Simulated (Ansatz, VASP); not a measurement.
## BP in VASP and in Ansatz

```xyz
2
Lattice="0.0000 2.2220 2.2220 2.2220 0.0000 2.2220 2.2220 2.2220 0.0000" Properties=species:S:1:pos:R:3 pbc="T T T"
B     0.0000    0.0000    0.0000
P     1.1110    1.1110    1.1110
```

Alike in both runs: task single point; functional r2SCAN; k mesh 8 × 8 × 8; no spin polarisation.

|  | VASP | Ansatz |
| --- | --- | --- |
| version | VASP 6.6.1 | Ansatz 0.2.0 |
| potentials or method | VASP PAW PBE potentials, release 64 (B, P) | plane waves, PAW |
| plane-wave cutoff (eV) | 520 | 500 |
| occupations | gaussian, width 0.01 eV | fixed |
| valence electrons in the cell | 8 | 8 |

Ansatz gave:

```
gap on the k mesh at the Fermi level (eV) : 1.37
pressure (GPa)                            : 11.8
```

**Question.** Estimate VASP's values.

**Answer.** gap on the k mesh at the Fermi level (eV): 1.40; pressure (GPa): 11.2.

VASP's potentials were made for PBE, not for r2SCAN.
